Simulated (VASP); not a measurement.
Write the native input for VASP 6.6.1 that does the following.

```yaml
Task: single point
Functional: PBE
Dispersion: D3(BJ)
Potentials_or_basis: VASP PAW PBE potentials, release 64 (Pb_d)
Cutoff: 520 eV
k_mesh: 16 × 16 × 16
Occupations: gaussian, width 0.1 eV
Spin: no spin polarisation
Dipole_correction: no
Further_INCAR_settings: ALGO = Fast; EDIFF = 1e-06; NBANDS = 13
```

The structure of Pb lies in POSCAR:

```
Pb
1.0
   -1.8830089276      1.8830089276      1.8830089276
    1.8830089276     -1.8830089276      1.8830089276
    1.8830089276      1.8830089276     -1.8830089276
Pb
1
Direct
    0.0000000000      0.0000000000      0.0000000000
```

This cell differs from its parent crystal: volume scaled by 0.88.

These files were run (other wordings do the same):

INCAR

```
SYSTEM = Pb
PREC = Accurate
ENCUT = 520
EDIFF = 1E-6
ISMEAR = 0
SIGMA = 0.1
LREAL = .FALSE.
LASPH = .TRUE.
NELM = 80
ALGO = Fast
ISIF = 2
LWAVE = .FALSE.
LCHARG = .FALSE.
GGA = PE
IVDW = 12
NBANDS = 13
```

KPOINTS

```
Automatic mesh
0
G
  16 16 16
  0 0 0
```

Potentials or basis: VASP PAW PBE potentials, release 64 (Pb_d).

Command:

```sh
$ cat potpaw_PBE.64/Pb_d/POTCAR > POTCAR
$ mpirun -np 1 vasp_std > vasp.out
```

Results of the run:

| Property | Result |
| --- | --- |
| Pressure | 7.7 GPa |
| Band gap on the k mesh | zero (band 7 reaches 17.66 eV, above the bottom of band 8 at 6.48 eV) |
| Dispersion energy per atom | -0.466 eV |

Caveat: spin-orbit coupling is left out, which moves the levels of the heavy elements; pairwise dispersion overbinds metals, which lowers pressure and volume.

It took 32 s on 1 thread of Intel Xeon 8259CL (shared host), peak memory 0.18 GiB.
